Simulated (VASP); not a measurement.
A run of VASP 6.6.1 is set up as follows.

File INCAR:

```
ALGO = Normal
EDIFF = 1E-7
ENCUT = 520
ISIF = 2
ISMEAR = -1
LASPH = True
LCHARG = False
LREAL = False
LWAVE = False
NBANDS = 13
NELM = 60
PREC = Accurate
SIGMA = 0.05
```

Contents of KPOINTS:

```
k-points
0
Gamma
  10 10 7
```

Contents of POSCAR:

```
O
1.0
    2.8889256149     -1.6842923427      0.0000000000
    2.8889256149      1.6842923427      0.0000000000
   -2.4260014827      0.0000000000      3.6950431885
O
2
Direct
    0.9745461700      0.9745461700      0.8444259800
    0.0254538300      0.0254538300      0.1555740200
```

Potentials or basis: VASP PAW LDA potentials, release 64 (O).

Command:

```console
$ cat potpaw_LDA.64/O/POTCAR > POTCAR
$ mpirun -np 1 vasp_std > vasp.out
```

Predict the pressure.

-5.9 GPa.

What does it give for the largest force?

1.179 eV/Å.

What does it give for the band gap on the k mesh?

Zero (band 6 reaches -2.29 eV, above the bottom of band 7 at -2.54 eV).

Stress tensor (GPa, compression positive):
```
-3.04  0.00  2.84
 0.00 -5.08  0.00
 2.84  0.00 -9.59
```

Caveat: the standard files for N, O and F lose accuracy on very short bonds; spin is off for a triplet molecule; forces of over 1 eV/Å act on the atoms, so gaps and moduli don't describe the material at rest.
